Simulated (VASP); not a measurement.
# Mo (P6/mmm) in VASP: notebook, part 2 of 2

VASP 6.6.1. Earlier steps stand in the parts before.

## Step 4: Relaxation of cell and atoms, BLYP+D3(BJ)

This run uses another cell than the first one, of 16.56 Å³/atom, 1.004 times its volume.

The input, INCAR:

```
PREC = Accurate
ENCUT = 600
EDIFF = 1E-6
ISMEAR = -1
SIGMA = 0.1
LREAL = False
LASPH = True
NELM = 60
ALGO = Normal
ISIF = 3
LWAVE = False
LCHARG = False
GGA = B5
ALDAX = 1.0
AGGAX = 1.0
AGGAC = 1.0
ALDAC = 0.0
IVDW = 12
VDW_S6 = 1.0
VDW_S8 = 2.6996
VDW_A1 = 0.4298
VDW_A2 = 4.2359
IBRION = 2
NSW = 80
EDIFFG = -0.01
```

The input, KPOINTS:

```
Automatic mesh
0
Gamma
  12 12 11
```

The input, POSCAR:

```
Mo
1.0
    2.7355100000      0.0000000000      0.0000000000
   -1.3677550000      2.3690210000      0.0000000000
    0.0000000000      0.0000000000      2.5551810000
Mo
1
Direct
    0.0000000000      0.0000000000      0.5000000000
```

Potentials or basis: VASP PAW PBE potentials, release 64 (Mo_sv).

Started as:

```console
cat potpaw_PBE.64/Mo_sv/POTCAR > POTCAR
mpirun -np 1 vasp_std > vasp.out
```

OUTCAR:

```text
PREC = Accurate
   ENCUT = 600
   EDIFF = 1E-6
   ISMEAR = -1
   LREAL = False
   LASPH = True
   NELM = 60
   ISIF = 3
   GGA = B5
   IVDW = 12
   IBRION = 2
   NSW = 80
   EDIFFG = -0.01
 IVDW          = 12

 ion  position               nearest neighbor table
   1  0.000  0.000  0.500-

  LATTYP: Found a hexagonal cell.
 ALAT       =     2.7355100000
 C/A-ratio  =     0.9340784717

  Lattice vectors:

 A1 = (   2.7355100000,   0.0000000000,   0.0000000000)
 A2 = (  -1.3677550000,   2.3690210000,   0.0000000000)
 A3 = (   0.0000000000,   0.0000000000,   2.5551810000)

Analysis of symmetry for initial positions (statically):
=====================================================================
 Subroutine PRICEL returns:
 Original cell was already a primitive cell.

 Routine SETGRP: Setting up the symmetry group for a
 hexagonal supercell.

 Subroutine GETGRP returns: Found 24 space group operations
 (whereof 24 operations were pure point group operations)
 out of a pool of 24 trial point group operations.

The static configuration has the point symmetry D_6h.

Analysis of symmetry for dynamics (positions and initial velocities):
=====================================================================
 Subroutine PRICEL returns:
 Original cell was already a primitive cell.

 Routine SETGRP: Setting up the symmetry group for a
 hexagonal supercell.

 Subroutine GETGRP returns: Found 24 space group operations
 (whereof 24 operations were pure point group operations)
 out of a pool of 24 trial point group operations.

The dynamic configuration has the point symmetry D_6h.

 Subroutine INISYM returns: Found 24 space group operations
 (whereof 24 operations are pure point group operations),
 and found     1 'primitive' translations

----------------------------------------------------------------------------------------

                                     Primitive cell

  volume of cell :      16.5588

  direct lattice vectors                    reciprocal lattice vectors
[... 98 lines left out ...]
   EMIN   =  10.00;   EMAX   =-10.00  energy-range for DOS
   EFERMI =   0.00;   METHOD = LEGACY
   ISMEAR =    -1;   SIGMA  =   0.10  broadening in eV -4-tet -1-fermi 0-gaus
   EFERMI_NEDOS =   21; number of points for ismear=-14 and -15
   IALGO  =     38    algorithm
   IMIX   =      4    mixing-type and parameters
     AMIX     =   0.40;   BMIX     =  1.00
     AMIX_MAG =   1.60;   BMIX_MAG =  1.00
  volume/ion in A,a.u.               =      16.56       111.74
  Fermi-wavevector in a.u.,A,eV,Ry     =   1.548013  2.925320 32.604234  2.396344
  Thomas-Fermi vector in A             =   2.653024
   LORBIT       =      0    0 simple, 1 ext, 2 COOP (PROOUT), +10 PAW based schemes
   GGA     = B5    functional components
   LHFCALC =     F    Hartree Fock is set to
   AEXX    =    0.0000 exact exchange contribution
   IVDW    =    12    specifies the selected vdW correction
   LEPSILON=     F    determine dielectric tensor
   LRPA    =     F    only Hartree local field effects (RPA)
 conjugate gradient relaxation of ions
 non-spin polarized calculation
  energy-cutoff  :      600.00
  volume of cell :       16.56
 maximum number of plane-waves:       575
 NGX is ok and might be reduce to    24
   NGX = 11   NGY = 11   NGZ = 11

--------------------------------------- Ionic step        1  -------------------------------------------

 number of electron      13.9999998 magnetization

 Free energy of the ion-electron system (eV)
  ---------------------------------------------------
  ext. energy  EPLUGINS =         0.00000000
  ---------------------------------------------------
  free energy    TOTEN  =        -8.73535889 eV

  energy without entropy =       -8.70122722  energy(sigma->0) =       -8.71829306

------------------------ aborting loop because EDIFF is reached ----------------------------------------

 Edisp (eV)   -1.58915

 E8    (eV) :    -1.2095
[... 147 lines left out ...]
--------------------------------------- Ionic step        5  -------------------------------------------

 number of electron      13.9999999 magnetization

 Free energy of the ion-electron system (eV)
  ---------------------------------------------------
  ext. energy  EPLUGINS =         0.00000000
  ---------------------------------------------------
  free energy    TOTEN  =        -8.72733559 eV

  energy without entropy =       -8.69716146  energy(sigma->0) =       -8.71224852

 E-fermi :  12.2840     XC(G=0): -12.4027

 val. band max:       12.2590872677   @ k =   0.1667   0.0000   0.0000
 cond. band min:      12.2868353849   @ k =   0.0833   0.0833   0.1818
 fundamental gap:      0.0277481173
 Fermi energy:        12.2839859660

 k-point     1 :       0.0000    0.0000    0.0000
  band No.  band energies     occupation
      1     -48.5457      2.00000
      2     -21.9785      2.00000
      3     -21.9785      2.00000
      4     -21.6762      2.00000
      5       5.7213      2.00000
      6       7.8158      2.00000
      7      11.3038      1.99989
      8      11.3038      1.99989
      9      16.6030      0.00000
     10      16.6030      0.00000
     11      25.3149      0.00000
[... 309 lines left out ...]
 k-point    24 :       0.3333   -0.0000    0.0909
  band No.  band energies     occupation
      1     -48.3624      2.00000
      2     -22.9579      2.00000
      3     -22.1918      2.00000
      4     -21.7488      2.00000
      5       7.8718      2.00000
      6       8.9797      2.00000
      7      11.2778      1.99991
      8      14.3189      0.00000
      9      14.7069      0.00000
     10      15.6797      0.00000
     11      24.9254      0.00000

 [... further k-points ...]

------------------------ aborting loop because EDIFF is reached ----------------------------------------

 Edisp (eV)   -1.61191

 E8    (eV) :    -1.2266
[... 24 lines left out ...]
  FREE ENERGIE OF THE ION-ELECTRON SYSTEM (eV)
  ---------------------------------------------------
  free  energy   TOTEN  =       -10.3392439387 eV

  energy  without entropy=      -10.3090698093  energy(sigma->0) =      -10.32415687

 reached required accuracy - stopping structural energy minimisation
```

Wall time 34 s (1 thread of Intel Xeon 6975P-C (Granite Rapids), shared host); peak memory 0.16 GiB.

Results:

```yaml
Free_energy: -10.3392 eV
Relaxed_volume: 16.32 Å³/atom
Relaxed_cell: a = 2.754 Å, b = 2.754 Å, c = 2.484 Å, α = 90.00°, β = 90.00°, γ = 120.00°
Space_group_after_relaxing_to_0.05_Å: P6/mmm (No. 191)
Energy_gained_by_relaxing: 14.7 meV/atom
Ionic_steps: 5
Pressure_after_relaxing: 0.0 GPa
Band_gap_on_the_k_mesh: zero (band 7 reaches 13.53 eV, above the bottom of band 8 at 11.30 eV)
Dispersion_energy_per_atom: -1.612 eV
```

The path:
```
step  energy change (eV)  largest force (eV/Å)  pressure (GPa)  volume (Å³)
   1              0.0000                0.0000           -2.91        16.56
   2             -0.0006                0.0000            7.36        15.83
   3             -0.0131                0.0000            1.86        16.18
   4             -0.0126                0.0000           -2.02        16.48
   5             -0.0147                0.0000           -0.03        16.32
```

Final structure:
```xyz
1
Lattice="2.7539 0.0000 0.0000 -1.3770 2.3850 0.0000 0.0000 0.0000 2.4844" Properties=species:S:1:pos:R:3 pbc="T T T"
Mo    0.0000    0.0000    1.2422
```

Levels at points of the mesh, in eV from the Fermi level:
```tsv
k point	band 4	band 5	band 6	band 7	band 8	band 9	band 10	band 11
(0.00, 0.00, 0.00)	-33.96	-6.56	-4.47	-0.98	-0.98	4.32	4.32	13.03
(0.50, 0.00, 0.00)	-33.82	-4.86	-3.37	1.25	1.48	3.71	4.20	10.03
```

Caveat: the PAW data sets were made with another functional, which shifts forces and pressure a little; pairwise dispersion overbinds metals, which lowers pressure and volume.

## Step 5: Relaxation of cell and atoms, r2SCAN

This run uses another cell than the first one, of 16.56 Å³/atom, 1.004 times its volume.

POSCAR is that of step 4.

The input, INCAR.step1:

```
PREC = Accurate ; ENCUT = 600
ISMEAR = -1 ; SIGMA = 0.1
LREAL = False ; LASPH = True
NELM = 60 ; GGA = PE
ALGO = Normal ; EDIFF = 1E-4
LWAVE = True ; LCHARG = False
```

The input, INCAR.step2:

```
PREC = Accurate ; ENCUT = 600
EDIFF = 1E-6 ; ISMEAR = -1
SIGMA = 0.1 ; LREAL = False
LASPH = True ; NELM = 60
ALGO = Normal ; ISIF = 3
LWAVE = False ; LCHARG = False
METAGGA = R2SCAN ; LMIXTAU = True
IBRION = 2 ; NSW = 80
EDIFFG = -0.01 ; ISTART = 1
```

The input, KPOINTS:

```
regular mesh
0
Gamma
  12 12 11
```

Potentials or basis: VASP PAW PBE potentials, release 64 (Mo_sv).

Started as:

```console
cat potpaw_PBE.64/Mo_sv/POTCAR > POTCAR
cp INCAR.step1 INCAR
mpirun -np 1 vasp_std > vasp.out
cp INCAR.step2 INCAR
mpirun -np 1 vasp_std > vasp.out
```

OUTCAR:

```text
PREC = Accurate
   ENCUT = 600
   EDIFF = 1E-6
   ISMEAR = -1
   LREAL = False
   LASPH = True
   NELM = 60
   ISIF = 3
   METAGGA = R2SCAN
   IBRION = 2
   NSW = 80
   EDIFFG = -0.01
   ISTART = 1

 ion  position               nearest neighbor table
   1  0.000  0.000  0.500-

  LATTYP: Found a hexagonal cell.
 ALAT       =     2.7355100000
 C/A-ratio  =     0.9340784717

  Lattice vectors:

 A1 = (   2.7355100000,   0.0000000000,   0.0000000000)
 A2 = (  -1.3677550000,   2.3690210000,   0.0000000000)
 A3 = (   0.0000000000,   0.0000000000,   2.5551810000)

Analysis of symmetry for initial positions (statically):
=====================================================================
 Subroutine PRICEL returns:
 Original cell was already a primitive cell.

 Routine SETGRP: Setting up the symmetry group for a
 hexagonal supercell.

 Subroutine GETGRP returns: Found 24 space group operations
 (whereof 24 operations were pure point group operations)
 out of a pool of 24 trial point group operations.

The static configuration has the point symmetry D_6h.

Analysis of symmetry for dynamics (positions and initial velocities):
[... 166 lines left out ...]
  Total        0.3489615      0.3489614     -0.4262904      0.0000000      0.0000000      0.0000000
  in kB       33.7644116     33.7644073    -41.2465117      0.0000000      0.0000000      0.0000000
  external PRESSURE =       8.7607691 kB  Pullay stress =       0.0000000 kB
[... 127 lines left out ...]
--------------------------------------- Ionic step        5  -------------------------------------------

 number of electron      14.0000000 magnetization

 Free energy of the ion-electron system (eV)
  ---------------------------------------------------
  ext. energy  EPLUGINS =         0.00000000
  ---------------------------------------------------
  free energy    TOTEN  =       -25.15754128 eV

  energy without entropy =      -25.12422376  energy(sigma->0) =      -25.14088252

 E-fermi :  11.5524     XC(G=0): -14.1343

 val. band max:       11.5449045158   @ k =   0.2500   0.2500   0.2727
 cond. band min:      11.5554193267   @ k =   0.2500  -0.0000   0.3636
 fundamental gap:      0.0105148108
 Fermi energy:        11.5523523735

 k-point     1 :       0.0000    0.0000    0.0000
  band No.  band energies     occupation
      1     -51.4748      2.00000
      2     -24.0237      2.00000
      3     -24.0237      2.00000
      4     -23.7676      2.00000
      5       4.3626      2.00000
      6       6.7873      2.00000
      7      10.5565      1.99991
      8      10.5565      1.99991
      9      16.0094      0.00000
     10      16.0094      0.00000
     11      24.8308      0.00000
[... 309 lines left out ...]
 k-point    24 :       0.3333   -0.0000    0.0909
  band No.  band energies     occupation
      1     -51.2854      2.00000
      2     -25.0354      2.00000
      3     -24.2427      2.00000
      4     -23.8368      2.00000
      5       6.7877      2.00000
      6       7.9731      2.00000
      7      10.2542      2.00000
      8      13.6347      0.00000
      9      14.0584      0.00000
     10      15.0847      0.00000
     11      24.4443      0.00000

 [... further k-points ...]
[... 5 lines left out ...]
  --------------------------------------------------------------------------------------
  -------------------------------------------------------------------------------------
  Total        0.0045517      0.0045517     -0.0022851      0.0000000     -0.0000000      0.0000000
  in kB        0.4398690      0.4398689     -0.2208269      0.0000000     -0.0000000      0.0000000
  external PRESSURE =       0.2196370 kB  Pullay stress =       0.0000000 kB
[... 16 lines left out ...]
  FREE ENERGIE OF THE ION-ELECTRON SYSTEM (eV)
  ---------------------------------------------------
  free  energy   TOTEN  =       -25.1575412815 eV

  energy  without entropy=      -25.1242237587  energy(sigma->0) =      -25.14088252

 reached required accuracy - stopping structural energy minimisation
```

Wall time 1.8 min (1 thread of Intel Xeon 6975P-C (Granite Rapids), shared host); peak memory 0.16 GiB.

Results:

* Free energy: -25.1575 eV
* Relaxed volume: 16.58 Å³/atom
* Relaxed cell: a = 2.764 Å, b = 2.764 Å, c = 2.505 Å, α = 90.00°, β = 90.00°, γ = 120.00°
* Space group after relaxing (to 0.05 Å): P6/mmm (No. 191)
* Energy gained by relaxing: 7.5 meV/atom
* Ionic steps: 5
* Pressure after relaxing: 0.0 GPa
* Band gap on the k mesh: zero (band 7 reaches 12.35 eV, above the bottom of band 8 at 10.56 eV)

The path:
| step | energy change (eV) | largest force (eV/Å) | pressure (GPa) | volume (Å³) |
| --- | --- | --- | --- | --- |
| 1 | 0.0000 | 0.0000 | 0.88 | 16.56 |
| 2 | -0.0057 | 0.0000 | -2.42 | 16.77 |
| 3 | -0.0068 | 0.0000 | -1.58 | 16.71 |
| 4 | -0.0054 | 0.0000 | 2.80 | 16.37 |
| 5 | -0.0075 | 0.0000 | 0.02 | 16.58 |

Final structure:
```yaml
crystal:
  lattice:
    - [2.76446, 0.00000, 0.00000]
    - [-1.38223, 2.39409, 0.00000]
    - [0.00000, 0.00000, 2.50503]
  atoms:
    - { symbol: Mo, position: [0.00000, 0.00000, 0.50000] }
```

Caveat: the PAW data sets were made with another functional, which shifts forces and pressure a little.

## Step 6: Overview

```csv
task,level,cell,cutoff (eV),gap on the mesh (eV),pressure (GPa),relaxed volume (Å³/atom)
single point,r2SCAN,"a = 2.763, b = 2.763, c = 2.496 Å, angles 90.0, 90.0, 120.0°, 1 atom",520,none,1.1,-
relaxation of cell and atoms,PBEsol+D3(BJ),"relaxed from a = 2.736, b = 2.736, c = 2.555 Å, angles 90.0, 90.0, 120.0°, 1 atom",600,none,0.0,15.77
relaxation of cell and atoms,BLYP+D3(BJ),"relaxed from a = 2.736, b = 2.736, c = 2.555 Å, angles 90.0, 90.0, 120.0°, 1 atom",600,none,0.0,16.32
relaxation of cell and atoms,r2SCAN,"relaxed from a = 2.736, b = 2.736, c = 2.555 Å, angles 90.0, 90.0, 120.0°, 1 atom",600,none,0.0,16.58
```

Alike in all rows: potentials or basis VASP PAW PBE potentials, release 64 (Mo_sv); no spin polarisation; k mesh 12 × 12 × 11; smearing fermi-dirac 0.1 eV.

Caveats: the PAW data sets were made with another functional, which shifts forces and pressure a little; pairwise dispersion overbinds metals, which lowers pressure and volume (some runs).

Absolute energies hang on the potentials; compare differences alone.
